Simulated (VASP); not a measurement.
# InP (F-43m) in VASP: notebook

Runs on InP. Level: r2SCAN+D4. Tasks: single point.

Program: VASP 6.6.1. These are calculated values, not measurements. Logs are shortened: lines on timing, memory, paths and dates and some standing lists are left out, and cuts for length are marked.

## 1. The cell of the first run

Symmetry: F-43m, No. 216, cubic system. Conventional cell: a = 5.741 Å, b = 5.741 Å, c = 5.741 Å, α = 90.00°, β = 90.00°, γ = 90.00°. Within 3.3 Å of In (site symmetry -43m) lie 4 P at 2.49 Å. P (site symmetry -43m) has 4 In at 2.49 Å within 3.3 Å.

## 2. Single point, r2SCAN+D4

POSCAR

```
InP
1.0
    0.0000000000      2.8706770916      2.8706770916
    2.8706770916      0.0000000000      2.8706770916
    2.8706770916      2.8706770916      0.0000000000
In P
1 1
Direct
    0.0000000000      0.0000000000      0.0000000000
    0.7500000000      0.7500000000      0.7500000000
```

INCAR.step1

```
SYSTEM = InP
  PREC = Accurate
  ENCUT = 520
  ISMEAR = -1
  SIGMA = 0.05
  LREAL = .FALSE.
  LASPH = .TRUE.
  NELM = 60
  NBANDS = 16
  GGA = PE
  ALGO = Normal
  EDIFF = 1E-4
  LWAVE = .TRUE.
  LCHARG = .FALSE.
```

INCAR.step2

```
SYSTEM = InP
  PREC = Accurate
  ENCUT = 520
  EDIFF = 1E-6
  ISMEAR = -1
  SIGMA = 0.05
  LREAL = .FALSE.
  LASPH = .TRUE.
  NELM = 60
  ALGO = Normal
  ISIF = 2
  LWAVE = .FALSE.
  LCHARG = .FALSE.
  METAGGA = R2SCAN
  LMIXTAU = .TRUE.
  IVDW = 13
  VDW_S6 = 1.0
  VDW_S8 = 0.6018749
  VDW_A1 = 0.51559235
  VDW_A2 = 5.77342911
  NBANDS = 16
  ISTART = 1
```

KPOINTS

```
Automatic mesh
0
G
  8 8 8
  0 0 0
```

Potentials or basis: VASP PAW PBE potentials, release 64 (In_d, P).

Run with:

```
cat potpaw_PBE.64/In_d/POTCAR potpaw_PBE.64/P/POTCAR > POTCAR
cp INCAR.step1 INCAR
mpirun -np 1 vasp_std > vasp.out
cp INCAR.step2 INCAR
mpirun -np 1 vasp_std > vasp.out
```

OUTCAR:

```text
SYSTEM = InP
   PREC = Accurate
   ENCUT = 520
   EDIFF = 1E-6
   ISMEAR = -1
   LREAL = .FALSE.
   LASPH = .TRUE.
   NELM = 60
   ISIF = 2
   METAGGA = R2SCAN
   IVDW = 13
   ISTART = 1

 ion  position               nearest neighbor table
   1  0.000  0.000  0.000-   2 2.49   2 2.49   2 2.49   2 2.49
   2  0.750  0.750  0.750-   1 2.49   1 2.49   1 2.49   1 2.49

  LATTYP: Found a face centered cubic cell.
 ALAT       =     5.7413541832

  Lattice vectors:

 A1 = (   0.0000000000,   2.8706770916,   2.8706770916)
 A2 = (   2.8706770916,   0.0000000000,   2.8706770916)
 A3 = (   2.8706770916,   2.8706770916,   0.0000000000)

Analysis of symmetry for initial positions (statically):
=====================================================================
 Subroutine PRICEL returns:
 Original cell was already a primitive cell.

 Routine SETGRP: Setting up the symmetry group for a
 face centered cubic supercell.

 Subroutine GETGRP returns: Found 24 space group operations
 (whereof 24 operations were pure point group operations)
 out of a pool of 48 trial point group operations.

The static configuration has the point symmetry T_d .

Analysis of symmetry for dynamics (positions and initial velocities):
=====================================================================
 Subroutine PRICEL returns:
 Original cell was already a primitive cell.

 Routine SETGRP: Setting up the symmetry group for a
 face centered cubic supercell.

 Subroutine GETGRP returns: Found 24 space group operations
 (whereof 24 operations were pure point group operations)
 out of a pool of 48 trial point group operations.

The dynamic configuration has the point symmetry T_d .

 Subroutine INISYM returns: Found 24 space group operations
 (whereof 24 operations are pure point group operations),
 and found     1 'primitive' translations

----------------------------------------------------------------------------------------

                                     Primitive cell

  volume of cell :      47.3133

  direct lattice vectors                    reciprocal lattice vectors
     0.000000000  2.870677092  2.870677092    -0.174174936  0.174174936  0.174174936
     2.870677092  0.000000000  2.870677092     0.174174936 -0.174174936  0.174174936
     2.870677092  2.870677092  0.000000000     0.174174936  0.174174936 -0.174174936

  length of vectors
     4.059750476  4.059750476  4.059750476     0.301679839  0.301679839  0.301679839

  position of ions in fractional coordinates (direct lattice)
     0.000000000  0.000000000  0.000000000
     0.750000000  0.750000000  0.750000000

  ion indices of the primitive-cell ions
   primitive index   ion index
                 1           1
                 2           2

----------------------------------------------------------------------------------------

 KPOINTS: Automatic mesh

Automatic generation of k-mesh.
 Grid dimensions read from file:
 generate k-points for:    8    8    8

 Generating k-lattice:

  Cartesian coordinates                     Fractional coordinates (reciprocal lattice)
    -0.021771867  0.021771867  0.021771867     0.125000000  0.000000000  0.000000000
     0.021771867 -0.021771867  0.021771867     0.000000000  0.125000000  0.000000000
     0.021771867  0.021771867 -0.021771867     0.000000000  0.000000000  0.125000000

  Length of vectors
     0.037709980  0.037709980  0.037709980

  Shift w.r.t. Gamma in fractional coordinates (k-lattice)
     0.000000000  0.000000000  0.000000000

 Subroutine IBZKPT returns following result:
 ===========================================

 Found     29 irreducible k-points:

 Following reciprocal coordinates:
            Coordinates               Weight
  0.000000  0.000000  0.000000      1.000000
  0.125000  0.000000  0.000000      8.000000
  0.250000  0.000000  0.000000      8.000000
  0.375000  0.000000  0.000000      8.000000
  0.500000  0.000000  0.000000      4.000000
  0.125000  0.125000  0.000000      6.000000
[... 16 lines left out ...]
  0.500000  0.250000  0.125000     48.000000
 -0.375000  0.250000  0.125000     24.000000
 [... further k-points ...]
   k-points           NKPTS =     29   k-points in BZ     NKDIM =     29   number of bands    NBANDS=     16
   number of dos      NEDOS =    301   number of ions     NIONS =      2
   total plane-waves  NPLWV =  27000
   dimension x,y,z NGX =    30 NGY =   30 NGZ =   30
   dimension x,y,z NGXF=    60 NGYF=   60 NGZF=   60
   ions per type =               1   1
   NGX,Y,Z   is equivalent  to a cutoff of  12.28, 12.28, 12.28 a.u.
   NGXF,Y,Z  is equivalent  to a cutoff of  24.57, 24.57, 24.57 a.u.
 SYSTEM =  InP
   PREC   = accura    normal or accurate (medium, high low for compatibility)
   ISTART =      1    job   : 0-new  1-cont  2-samecut
   ICHARG =      0    charge: 1-file 2-atom 10-const
   ISPIN  =      1    spin polarized calculation?
   LNONCOLLINEAR =      F non collinear calculations
   LSORBIT =      F    spin-orbit coupling
   LASPH  =      T    aspherical Exc in radial PAW
   ENCUT  =  520.0 eV  38.22 Ry    6.18 a.u.   7.55  7.55  7.55*2*pi/ulx,y,z
   NELM   =     60;   NELMIN=  2; NELMDL=  0     # of ELM steps
   EDIFF  = 0.1E-05   stopping-criterion for ELM
   LREAL  =      F    real-space projection
   EDIFFG = 0.1E-04   stopping-criterion for IOM
   NSW    =      0    number of steps for IOM
   IBRION =     -1    ionic relax: 0-MD 1-quasi-New 2-CG
   NFREE  =      0    steps in history (QN), initial steepest desc. (CG)
   ISIF   =      2    stress and relaxation
   ISYM   =      2    0-nonsym 1-usesym 2-fastsym
   POTIM  = 0.5000    time-step for ionic-motion
   TEBEG  =    0.0;   TEEND  =   0.0 temperature during run
   PSTRESS=    0.0 pullay stress
   NELECT =      18.0000    total number of electrons
   NUPDOWN=      -1.0000    fix difference up-down
   EMIN   =  10.00;   EMAX   =-10.00  energy-range for DOS
   EFERMI =   0.00;   METHOD = LEGACY
   ISMEAR =    -1;   SIGMA  =   0.05  broadening in eV -4-tet -1-fermi 0-gaus
   EFERMI_NEDOS =   21; number of points for ismear=-14 and -15
   IALGO  =     38    algorithm
   IMIX   =      4    mixing-type and parameters
     AMIX     =   0.40;   BMIX     =  1.00
     AMIX_MAG =   1.60;   BMIX_MAG =  1.00
  volume/ion in A,a.u.               =      23.66       159.64
  Fermi-wavevector in a.u.,A,eV,Ry     =   1.186237  2.241662 19.145537  1.407157
  Thomas-Fermi vector in A             =   2.322414
   LORBIT       =      0    0 simple, 1 ext, 2 COOP (PROOUT), +10 PAW based schemes
   METAGGA = R2SCAN    functional components
   LHFCALC =     F    Hartree Fock is set to
   AEXX    =    0.0000 exact exchange contribution
   IVDW    =    13    specifies the selected vdW correction
   LEPSILON=     F    determine dielectric tensor
   LRPA    =     F    only Hartree local field effects (RPA)
 non-spin polarized calculation
  energy-cutoff  :      520.00
  volume of cell :       47.31
 maximum number of plane-waves:      1288
   NGX = 15   NGY = 15   NGZ = 15

 number of electron      17.9999999 magnetization

 Free energy of the ion-electron system (eV)
  ---------------------------------------------------
  ext. energy  EPLUGINS =         0.00000000
  ---------------------------------------------------
  free energy    TOTEN  =       -32.21329198 eV

  energy without entropy =      -32.21329197  energy(sigma->0) =      -32.21329198

 E-fermi :   6.5133     XC(G=0): -10.1767

 val. band max:        5.7204436365   @ k =   0.0000   0.0000   0.0000
 cond. band min:       7.2490227359   @ k =   0.0000   0.0000   0.0000
 fundamental gap:      1.5285790994
 Fermi energy:         6.5133336864

 k-point     1 :       0.0000    0.0000    0.0000
  band No.  band energies     occupation
      1      -9.0743      2.00000
      2      -9.0743      2.00000
      3      -9.0743      2.00000
      4      -8.8580      2.00000
      5      -8.8580      2.00000
      6      -6.7387      2.00000
[... 8 lines left out ...]
     15      15.7358      0.00000
     16      15.7358      0.00000

 k-point     2 :       0.1250    0.0000    0.0000
  band No.  band energies     occupation
      1      -9.1036      2.00000
      2      -9.0643      2.00000
      3      -9.0643      2.00000
      4      -8.8579      2.00000
      5      -8.8579      2.00000
      6      -6.5293      2.00000
[... 8 lines left out ...]
     15      15.0447      0.00000
     16      15.9674      0.00000

 k-point     3 :       0.2500    0.0000    0.0000
  band No.  band energies     occupation
      1      -9.1675      2.00000
      2      -9.0429      2.00000
      3      -9.0429      2.00000
      4      -8.8547      2.00000
      5      -8.8547      2.00000
      6      -5.9475      2.00000
[... 8 lines left out ...]
     15      14.8228      0.00000
     16      15.5308      0.00000

 k-point     4 :       0.3750    0.0000    0.0000
  band No.  band energies     occupation
      1      -9.2245      2.00000
      2      -9.0261      2.00000
      3      -9.0260      2.00000
      4      -8.8464      2.00000
      5      -8.8464      2.00000
      6      -5.1635      2.00000
[... 8 lines left out ...]
     15      15.8847      0.00000
     16      15.8847      0.00000
[... 324 lines left out ...]
 k-point    22 :       0.3750    0.2500    0.1250
  band No.  band energies     occupation
      1      -9.2189      2.00000
      2      -9.0169      2.00000
      3      -9.0085      2.00000
      4      -8.8790      2.00000
      5      -8.8381      2.00000
      6      -5.4689      2.00000
[... 8 lines left out ...]
     15      16.6602      0.00000
     16      18.3452      0.00000

 k-point    23 :       0.5000    0.2500    0.1250
  band No.  band energies     occupation
      1      -9.2524      2.00000
      2      -9.0081      2.00000
      3      -8.9889      2.00000
      4      -8.8741      2.00000
      5      -8.8379      2.00000
      6      -4.7499      2.00000
[... 8 lines left out ...]
     15      17.4798      0.00000
     16      17.9515      0.00000

 k-point    24 :      -0.3750    0.2500    0.1250
  band No.  band energies     occupation
      1      -9.2647      2.00000
      2      -9.0065      2.00000
      3      -8.9818      2.00000
      4      -8.8665      2.00000
      5      -8.8414      2.00000
      6      -4.3385      2.00000
[... 8 lines left out ...]
     15      17.1777      0.00000
     16      17.9709      0.00000

 [... further k-points ...]

------------------------ aborting loop because EDIFF is reached ----------------------------------------

  DFT-D4 for vdW energy calculation

  Edisp (eV):   -0.25233

  FORCE on cell =-STRESS in cart. coord.  units (eV):
  Direction    XX          YY          ZZ          XY          YZ          ZX
  --------------------------------------------------------------------------------------
  -------------------------------------------------------------------------------------
  Total       1.81577     1.81577     1.81577     0.00000     0.00000    -0.00000
  in kB      61.48778    61.48778    61.48778     0.00000     0.00000    -0.00000
  external pressure =       61.49 kB  Pullay stress =        0.00 kB

 VOLUME and BASIS-vectors are now :
 -----------------------------------------------------------------------------
  energy-cutoff  :      520.00
  volume of cell :       47.31
      direct lattice vectors                 reciprocal lattice vectors
     0.000000000  2.870677092  2.870677092    -0.174174936  0.174174936  0.174174936
     2.870677092  0.000000000  2.870677092     0.174174936 -0.174174936  0.174174936
     2.870677092  2.870677092  0.000000000     0.174174936  0.174174936 -0.174174936

 POSITION                                       TOTAL-FORCE (eV/Angst)
 -----------------------------------------------------------------------------------
      0.00000      0.00000      0.00000        -0.000000     -0.000000      0.000000
      4.30602      4.30602      4.30602         0.000000      0.000000     -0.000000
 -----------------------------------------------------------------------------------
    total drift:                                0.000002      0.000002      0.000002

  FREE ENERGIE OF THE ION-ELECTRON SYSTEM (eV)
  ---------------------------------------------------
  free  energy   TOTEN  =       -32.4656202942 eV

  energy  without entropy=      -32.4656202915  energy(sigma->0) =      -32.46562029
```

Run time: 74 s. Hardware: 1 thread of AMD EPYC 7R13 (Zen 3), shared host; peak memory 0.15 GiB.

What came out:

- Free energy: -32.4656 eV
- Pressure: 6.1 GPa
- Band gap on the k mesh: 1.53 eV, direct
- Dispersion energy per atom: -0.126 eV

Levels at points of the mesh, in eV from the valence-band top:
| k point | band 5 | band 6 | band 7 | band 8 | band 9 | band 10 | band 11 | band 12 | band 13 | band 14 |
| --- | --- | --- | --- | --- | --- | --- | --- | --- | --- | --- |
| (0.00, 0.00, 0.00) | -14.58 | -12.46 | 0.00 | 0.00 | 0.00 | 1.53 | 4.43 | 4.43 | 4.43 | 9.46 |
| (0.50, 0.00, 0.00) | -14.56 | -10.43 | -6.24 | -1.11 | -1.11 | 2.03 | 5.16 | 5.16 | 7.67 | 10.44 |
| (0.50, 0.50, 0.00) | -14.53 | -9.67 | -6.17 | -2.64 | -2.64 | 1.90 | 2.54 | 10.33 | 10.75 | 10.75 |

Caveat: the PAW data sets were made with another functional, which shifts forces and pressure a little; spin-orbit coupling is left out, which moves the levels of the heavy elements.

## 3. Single point, r2SCAN+D4

This run uses another cell than the first one, of 24.16 Å³/atom, 1.021 times its volume.

POSCAR

```
InP
1.0
    0.0000000000      2.8908937935      2.8908937935
    2.8908937935      0.0000000000      2.8908937935
    2.8908937935      2.8908937935      0.0000000000
In P
1 1
Direct
    0.0000000000      0.0000000000      0.0000000000
    0.7500000000      0.7500000000      0.7500000000
```

INCAR.step1

```
SYSTEM = InP
PREC = Accurate
ENCUT = 520
ISMEAR = -1
SIGMA = 0.05
LREAL = .FALSE.
LASPH = .TRUE.
NELM = 100
NBANDS = 16
GGA = PE
ALGO = Normal
EDIFF = 1E-4
LWAVE = .TRUE.
LCHARG = .FALSE.
```

INCAR.step2

```
SYSTEM = InP
PREC = Accurate
ENCUT = 520
EDIFF = 1E-7
ISMEAR = -1
SIGMA = 0.05
LREAL = .FALSE.
LASPH = .TRUE.
NELM = 100
ALGO = Normal
ISIF = 2
LWAVE = .FALSE.
LCHARG = .FALSE.
METAGGA = R2SCAN
LMIXTAU = .TRUE.
IVDW = 13
VDW_S6 = 1.0
VDW_S8 = 0.6018749
VDW_A1 = 0.51559235
VDW_A2 = 5.77342911
NBANDS = 16
ISTART = 1
```

KPOINTS

```
regular mesh
0
G
  8 8 8
  0 0 0
```

Potentials or basis: VASP PAW PBE potentials, release 64 (In_d, P).

Run with:

```
cat potpaw_PBE.64/In_d/POTCAR potpaw_PBE.64/P/POTCAR > POTCAR
cp INCAR.step1 INCAR
mpirun -np 1 vasp_std > vasp.out
cp INCAR.step2 INCAR
mpirun -np 1 vasp_std > vasp.out
```

Wall time 91 s (1 thread of AMD EPYC 7R13 (Zen 3), shared host); peak memory 0.15 GiB.

Results (log left out):

```
Free energy                : -32.4983 eV
Pressure                   : 4.2 GPa
Band gap on the k mesh     : 1.41 eV, direct
Dispersion energy per atom : -0.124 eV
```

Levels at points of the mesh, in eV from the valence-band top:
```csv
k point,band 6,band 7,band 8,band 9,band 10,band 11,band 12,band 13
"(0.00, 0.00, 0.00)",-12.30,0.00,0.00,0.00,1.41,4.44,4.44,4.44
"(0.50, 0.00, 0.00)",-10.34,-6.12,-1.07,-1.07,1.97,5.16,5.16,7.63
"(0.50, 0.50, 0.00)",-9.62,-6.07,-2.56,-2.56,1.94,2.54,10.18,10.60
```

Caveat: the PAW data sets were made with another functional, which shifts forces and pressure a little; spin-orbit coupling is left out, which moves the levels of the heavy elements. r2SCAN opens gaps a little over a GGA but as a rule still falls short of measured ones.
